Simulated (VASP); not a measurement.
Input of a VASP 6.6.1 run:

Contents of INCAR:

```
SYSTEM = Cs
PREC = Accurate
ENCUT = 520
EDIFF = 1E-6
ISMEAR = -1
SIGMA = 0.05
LREAL = .False.
LASPH = .True.
NELM = 60
ALGO = Normal
ISIF = 2
LWAVE = .False.
LCHARG = .False.
GGA = PS
NBANDS = 16
```

File KPOINTS:

```
regular mesh
0
Gamma
  7 7 7
  0 0 0
```

The input POSCAR:

```
Cs
1.0
    0.0000000000      4.3642201671      4.3642201671
    4.3642201671      0.0000000000      4.3642201671
    4.3642201671      4.3642201671      0.0000000000
Cs
2
Direct
   -0.1250000000     -0.1250000000     -0.1250000000
    0.1250000000      0.1250000000      0.1250000000
```

Potentials or basis: VASP PAW PBE potentials, release 64 (Cs_sv).

The run is started by

```sh
$ cat potpaw_PBE.64/Cs_sv/POTCAR > POTCAR
$ mpirun -np 1 vasp_std > vasp.out
```

(1) Predict the pressure.

## Answers

(1) 1.0 GPa.

Caveat: the PAW data sets were made with another functional, which shifts forces and pressure a little.
